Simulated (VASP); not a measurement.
# CaTl2As2 in VASP: single point with PBE

Aim: the single point of CaTl2As2 with PBE.

Everything below comes from runs of VASP 6.6.1. Logs are shortened: lines on timing, memory, paths and dates and some standing lists are left out, and cuts for length are marked.

## Step 1: The cell of the first run

The typed cell holds 5 atoms: a = 4.506 Å, b = 4.506 Å, c = 7.372 Å, α = 90.00°, β = 90.00°, γ = 120.00°.

## Step 2: Single point, PBE

INCAR reads:

```
SYSTEM = CaTl2As2
PREC     = Accurate       ! precision mode
ENCUT    = 520            ! plane-wave cutoff, eV
EDIFF    = 1E-6           ! SCF threshold, eV
ISMEAR   = 0              ! smearing method
SIGMA    = 0.0493         ! smearing width, eV
LREAL    = .FALSE.        ! projectors in reciprocal space
LASPH    = .TRUE.         ! aspherical terms in the spheres
NELM     = 80             ! most SCF steps
ALGO     = Normal         ! electronic algorithm
ISIF     = 2              ! what is computed and relaxed
LWAVE    = .FALSE.        ! write WAVECAR
LCHARG   = .FALSE.        ! write CHGCAR
GGA      = PE             ! functional
NBANDS   = 31             ! bands
```

KPOINTS reads:

```
Automatic mesh
0
G
  9 9 5
  0 0 0
```

POSCAR reads:

```
CaTl2As2
1.0
    4.5059770000      0.0000000000      0.0000000000
   -2.2529880000      3.9022930000      0.0000000000
    0.0000000000      0.0000000000      7.3721100000
As Tl Ca
2 2 1
Direct
    0.3333000000      0.6667000000      0.2382000000
    0.6667000000      0.3333000000      0.7618000000
    0.3333000000      0.6667000000      0.6331000000
    0.6667000000      0.3333000000      0.3669000000
    0.0000000000      0.0000000000      0.0000000000
```

Potentials or basis: VASP PAW PBE potentials, release 64 (As, Tl_d, Ca_sv).

Run with:

```console
$ cat potpaw_PBE.64/As/POTCAR potpaw_PBE.64/Tl_d/POTCAR potpaw_PBE.64/Ca_sv/POTCAR > POTCAR
$ mpirun -np 1 vasp_std > vasp.out
```

OUTCAR:

```text
SYSTEM = CaTl2As2
   PREC = Accurate
   ENCUT = 520
   EDIFF = 1E-6
   ISMEAR = 0
   LREAL = .FALSE.
   LASPH = .TRUE.
   NELM = 80
   ISIF = 2
   GGA = PE

 ion  position               nearest neighbor table
   1  0.333  0.667  0.238-   4 2.77   4 2.77   4 2.77   3 2.91
   2  0.667  0.333  0.762-   3 2.77   3 2.77   3 2.77   4 2.91
   3  0.333  0.667  0.633-   2 2.77   2 2.77   2 2.77   1 2.91   4 3.26   4 3.26   4 3.26
   4  0.667  0.333  0.367-   1 2.77   1 2.77   1 2.77   2 2.91   3 3.26   3 3.26   3 3.26
   5  0.000  0.000  0.000-

  LATTYP: Found a hexagonal cell.
 ALAT       =     4.5059770000
 C/A-ratio  =     1.6360735974

  Lattice vectors:

 A1 = (   4.5059770000,   0.0000000000,   0.0000000000)
 A2 = (  -2.2529880000,   3.9022930000,   0.0000000000)
 A3 = (   0.0000000000,   0.0000000000,   7.3721100000)

Analysis of symmetry for initial positions (statically):
=====================================================================
 Subroutine PRICEL returns:
 Original cell was already a primitive cell.

 Routine SETGRP: Setting up the symmetry group for a
 hexagonal supercell.

 Subroutine GETGRP returns: Found  4 space group operations
 (whereof  4 operations were pure point group operations)
 out of a pool of 24 trial point group operations.

The static configuration has the point symmetry C_2h.

Analysis of symmetry for dynamics (positions and initial velocities):
=====================================================================
 Subroutine PRICEL returns:
 Original cell was already a primitive cell.

 Routine SETGRP: Setting up the symmetry group for a
 hexagonal supercell.

 Subroutine GETGRP returns: Found  4 space group operations
 (whereof  4 operations were pure point group operations)
 out of a pool of 24 trial point group operations.

The dynamic configuration has the point symmetry C_2h.

 Subroutine INISYM returns: Found  4 space group operations
 (whereof  4 operations are pure point group operations),
 and found     1 'primitive' translations

----------------------------------------------------------------------------------------

                                     Primitive cell

  volume of cell :     129.6285

  direct lattice vectors                    reciprocal lattice vectors
     4.505977000  0.000000000  0.000000000     0.221927453  0.128129766  0.000000000
    -2.252988000  3.902293000  0.000000000     0.000000000  0.256259589  0.000000000
     0.000000000  0.000000000  7.372110000     0.000000000  0.000000000  0.135646375

  length of vectors
     4.505977000  4.505978871  7.372110000     0.256259695  0.256259589  0.135646375

  position of ions in fractional coordinates (direct lattice)
     0.333300000  0.666700000  0.238200000
     0.666700000  0.333300000  0.761800000
     0.333300000  0.666700000  0.633100000
     0.666700000  0.333300000  0.366900000
     0.000000000  0.000000000  0.000000000

  ion indices of the primitive-cell ions
   primitive index   ion index
                 1           1
                 2           2
                 3           3
                 4           4
                 5           5

----------------------------------------------------------------------------------------

 KPOINTS: Automatic mesh

Automatic generation of k-mesh.
 Grid dimensions read from file:
 generate k-points for:    9    9    5

 Generating k-lattice:

  Cartesian coordinates                     Fractional coordinates (reciprocal lattice)
     0.024658606  0.014236641  0.000000000     0.111111111 -0.000000000  0.000000000
     0.000000000  0.028473288  0.000000000     0.000000000  0.111111111  0.000000000
     0.000000000  0.000000000  0.027129275     0.000000000  0.000000000  0.200000000

  Length of vectors
     0.028473299  0.028473288  0.027129275

  Shift w.r.t. Gamma in fractional coordinates (k-lattice)
     0.000000000  0.000000000  0.000000000

 Subroutine IBZKPT returns following result:
 ===========================================

 Found    115 irreducible k-points:

 Following reciprocal coordinates:
            Coordinates               Weight
  0.000000  0.000000  0.000000      1.000000
  0.111111  0.000000  0.000000      4.000000
 -0.111111  0.111111  0.000000      2.000000
  0.222222  0.000000  0.000000      4.000000
 -0.222222  0.222222  0.000000      2.000000
  0.333333  0.000000  0.000000      4.000000
[... 16 lines left out ...]
 -0.222222 -0.444444  0.000000      4.000000
  0.444444  0.333333  0.000000      4.000000
 [... further k-points ...]
   k-points           NKPTS =    115   k-points in BZ     NKDIM =    115   number of bands    NBANDS=     31
   number of dos      NEDOS =    301   number of ions     NIONS =      5
   total plane-waves  NPLWV =  72576
   dimension x,y,z NGX =    36 NGY =   36 NGZ =   56
   dimension x,y,z NGXF=    72 NGYF=   72 NGZF=  112
   ions per type =               2   2   1
   NGX,Y,Z   is equivalent  to a cutoff of  13.28, 13.28, 12.63 a.u.
   NGXF,Y,Z  is equivalent  to a cutoff of  26.56, 26.56, 25.26 a.u.
 SYSTEM =  CaTl2As2
   PREC   = accura    normal or accurate (medium, high low for compatibility)
   ISTART =      0    job   : 0-new  1-cont  2-samecut
   ICHARG =      2    charge: 1-file 2-atom 10-const
   ISPIN  =      1    spin polarized calculation?
   LNONCOLLINEAR =      F non collinear calculations
   LSORBIT =      F    spin-orbit coupling
   LASPH  =      T    aspherical Exc in radial PAW
   ENCUT  =  520.0 eV  38.22 Ry    6.18 a.u.   8.38  8.38 13.71*2*pi/ulx,y,z
   NELM   =     80;   NELMIN=  2; NELMDL= -5     # of ELM steps
   EDIFF  = 0.1E-05   stopping-criterion for ELM
   LREAL  =      F    real-space projection
   EDIFFG = 0.1E-04   stopping-criterion for IOM
   NSW    =      0    number of steps for IOM
   IBRION =     -1    ionic relax: 0-MD 1-quasi-New 2-CG
   NFREE  =      0    steps in history (QN), initial steepest desc. (CG)
   ISIF   =      2    stress and relaxation
   ISYM   =      2    0-nonsym 1-usesym 2-fastsym
   POTIM  = 0.5000    time-step for ionic-motion
   TEBEG  =    0.0;   TEEND  =   0.0 temperature during run
   PSTRESS=    0.0 pullay stress
   NELECT =      46.0000    total number of electrons
   NUPDOWN=      -1.0000    fix difference up-down
   EMIN   =  10.00;   EMAX   =-10.00  energy-range for DOS
   EFERMI =   0.00;   METHOD = LEGACY
   ISMEAR =     0;   SIGMA  =   0.05  broadening in eV -4-tet -1-fermi 0-gaus
   EFERMI_NEDOS =   21; number of points for ismear=-14 and -15
   IALGO  =     38    algorithm
   IMIX   =      4    mixing-type and parameters
     AMIX     =   0.40;   BMIX     =  1.00
     AMIX_MAG =   1.60;   BMIX_MAG =  1.00
  volume/ion in A,a.u.               =      25.93       174.96
  Fermi-wavevector in a.u.,A,eV,Ry     =   1.159028  2.190245 18.277328  1.343346
  Thomas-Fermi vector in A             =   2.295624
   LORBIT       =      0    0 simple, 1 ext, 2 COOP (PROOUT), +10 PAW based schemes
   GGA     = PE    functional components
   LHFCALC =     F    Hartree Fock is set to
   AEXX    =    0.0000 exact exchange contribution
   IVDW    =     0    specifies the selected vdW correction
   LEPSILON=     F    determine dielectric tensor
   LRPA    =     F    only Hartree local field effects (RPA)
 non-spin polarized calculation
 Gauss-broadening in eV      SIGMA  =   0.05
  energy-cutoff  :      520.00
  volume of cell :      129.63
 maximum number of plane-waves:      3544
 NGX is ok and might be reduce to    36
   NGX = 17   NGY = 17   NGZ = 27

 number of electron      46.0000006 magnetization

 Free energy of the ion-electron system (eV)
  ---------------------------------------------------
  ext. energy  EPLUGINS =         0.00000000
  ---------------------------------------------------
  free energy    TOTEN  =       -16.49973243 eV

  energy without entropy =      -16.49719813  energy(sigma->0) =      -16.49846528

 E-fermi :   5.5968     XC(G=0):  -9.6726

 val. band max:        5.5870909155   @ k =   0.3333   0.2222   0.4000
 cond. band min:       5.6048881816   @ k =   0.1111   0.0000   0.2000
 fundamental gap:      0.0177972660
 Fermi energy:         5.5968292833

 k-point     1 :       0.0000    0.0000    0.0000
  band No.  band energies     occupation
      1     -36.1748      2.00000
      2     -17.2048      2.00000
      3     -17.1705      2.00000
      4     -17.1705      2.00000
      5      -6.9503      2.00000
      6      -6.9415      2.00000
[... 23 lines left out ...]
     30       8.7152      0.00000
     31       8.7173      0.00000

 k-point     2 :       0.1111    0.0000    0.0000
  band No.  band energies     occupation
      1     -36.1746      2.00000
      2     -17.2039      2.00000
      3     -17.1743      2.00000
      4     -17.1713      2.00000
      5      -6.9451      2.00000
      6      -6.9254      2.00000
[... 23 lines left out ...]
     30       8.6317      0.00000
     31       9.3250      0.00000

 k-point     3 :      -0.1111    0.1111    0.0000
  band No.  band energies     occupation
      1     -36.1746      2.00000
      2     -17.2039      2.00000
      3     -17.1743      2.00000
      4     -17.1714      2.00000
      5      -6.9452      2.00000
      6      -6.9254      2.00000
[... 23 lines left out ...]
     30       8.6314      0.00000
     31       9.3258      0.00000

 k-point     4 :       0.2222    0.0000    0.0000
  band No.  band energies     occupation
      1     -36.1742      2.00000
      2     -17.2016      2.00000
      3     -17.1839      2.00000
      4     -17.1735      2.00000
      5      -6.9463      2.00000
      6      -6.8943      2.00000
[... 23 lines left out ...]
     30       8.7236      0.00000
     31       9.7990      0.00000

 k-point     5 :      -0.2222    0.2222    0.0000
  band No.  band energies     occupation
      1     -36.1742      2.00000
      2     -17.2016      2.00000
      3     -17.1839      2.00000
      4     -17.1735      2.00000
      5      -6.9465      2.00000
      6      -6.8943      2.00000
[... 23 lines left out ...]
     30       8.7230      0.00000
     31       9.7996      0.00000
[... 542 lines left out ...]
     30       9.3191      0.00000
     31      10.0692      0.00000

 k-point    22 :       0.3333    0.2222    0.0000
  band No.  band energies     occupation
      1     -36.1733      2.00000
      2     -17.1979      2.00000
      3     -17.1964      2.00000
      4     -17.1855      2.00000
      5      -6.9392      2.00000
      6      -6.8860      2.00000
[... 23 lines left out ...]
     30       9.9537      0.00000
     31      10.0917      0.00000

 k-point    23 :      -0.2222   -0.4444    0.0000
  band No.  band energies     occupation
      1     -36.1733      2.00000
      2     -17.1979      2.00000
      3     -17.1964      2.00000
      4     -17.1855      2.00000
      5      -6.9393      2.00000
      6      -6.8860      2.00000
[... 23 lines left out ...]
     30       9.9537      0.00000
     31      10.0914      0.00000

 k-point    24 :       0.4444    0.3333    0.0000
  band No.  band energies     occupation
      1     -36.1733      2.00000
      2     -17.1979      2.00000
      3     -17.1964      2.00000
      4     -17.1855      2.00000
      5      -6.9394      2.00000
      6      -6.8860      2.00000
[... 23 lines left out ...]
     30       9.9534      0.00000
     31      10.0917      0.00000

 [... further k-points ...]
[... 5 lines left out ...]
  --------------------------------------------------------------------------------------
  -------------------------------------------------------------------------------------
  Total        7.5265255      7.5336347      3.6937260      0.0061495      0.0016525     -0.0028623
  in kB       93.0260264     93.1138933     45.6535554      0.0760058      0.0204246     -0.0353770
  external PRESSURE =      77.2644917 kB  Pullay stress =       0.0000000 kB

 VOLUME and BASIS-vectors are now :
 -----------------------------------------------------------------------------
  energy-cutoff  :      520.00
  volume of cell :      129.63
      direct lattice vectors                 reciprocal lattice vectors
     4.505977000  0.000000000  0.000000000     0.221927453  0.128129766  0.000000000
    -2.252988000  3.902293000  0.000000000     0.000000000  0.256259589  0.000000000
     0.000000000  0.000000000  7.372110000     0.000000000  0.000000000  0.135646375

 POSITION                                       TOTAL-FORCE (eV/Angst)
 -----------------------------------------------------------------------------------
     -0.00022      2.60166      1.75604         0.002447     -0.001413     -1.022638
      2.25321      1.30063      5.61607        -0.002447      0.001413      1.022638
     -0.00022      2.60166      4.66728         0.002729     -0.001576      0.325199
      2.25321      1.30063      2.70483        -0.002729      0.001576     -0.325199
      0.00000      0.00000      0.00000        -0.000000      0.000000      0.000000
 -----------------------------------------------------------------------------------
    total drift:                               -0.000000     -0.000000      0.000000

  FREE ENERGIE OF THE ION-ELECTRON SYSTEM (eV)
  ---------------------------------------------------
  free  energy   TOTEN  =       -16.4997324260 eV

  energy  without entropy=      -16.4971981281  energy(sigma->0) =      -16.49846528
```

Wall time 7.3 min (1 thread of Intel Xeon Platinum 8488C (Sapphire Rapids), shared host); peak memory 0.58 GiB.

What came out:

- Free energy: -16.4997 eV
- Pressure: 7.7 GPa
- Largest force: 1.023 eV/Å
- Band gap on the k mesh: zero (bands 23 and 24 overlap by 1.56 eV)

Forces in eV/Å, atoms in the order of the input:
```
As   0.002 -0.001 -1.023
As  -0.002  0.001  1.023
Tl   0.003 -0.002  0.325
Tl  -0.003  0.002 -0.325
Ca   0.000  0.000  0.000
```

Caveat: the cell stands under pressure; spin-orbit coupling is left out, which moves the levels of the heavy elements; forces of over 1 eV/Å act on the atoms, so gaps and moduli don't describe the material at rest.
